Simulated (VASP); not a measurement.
Write the native input for VASP 6.6.1 that does the following.

- Task: single point
- Functional: PBE
- Potentials or basis: VASP PAW PBE potentials, release 64 (Nb_sv)
- Cutoff: 520 eV
- k mesh: 14 × 14 × 14
- Occupations: gaussian, width 0.05 eV
- Spin: no spin polarisation
- Dipole correction: no
- Further INCAR settings: ALGO = Normal; EDIFF = 1e-06; NBANDS = 12

The structure of Nb lies in POSCAR:

```
Nb
1.0
   -1.6500000000      1.6500000000      1.6500000000
    1.6500000000     -1.6500000000      1.6500000000
    1.6500000000      1.6500000000     -1.6500000000
Nb
1
Direct
    0.0000000000      0.0000000000      0.0000000000
```

One way to write it, as run:

INCAR

```
ALGO = Normal
EDIFF = 1E-6
ENCUT = 520
GGA = PE
ISIF = 2
ISMEAR = 0
LASPH = True
LCHARG = False
LREAL = False
LWAVE = False
NBANDS = 12
NELM = 80
PREC = Accurate
SIGMA = 0.05
```

KPOINTS

```
k-points
0
Gamma
  14 14 14
```

Potentials or basis: VASP PAW PBE potentials, release 64 (Nb_sv).

Launch:

```bash
$ cat potpaw_PBE.64/Nb_sv/POTCAR > POTCAR
$ mpirun -np 1 vasp_std > vasp.out
```

It gave:

```yaml
Pressure: 1.5 GPa
Band_gap_on_the_k_mesh: zero (an odd number of electrons rules out a gap without spin polarisation)
```

Run time: 26 s on 1 thread of Intel Xeon 8259CL (shared host), peak memory 0.15 GiB.
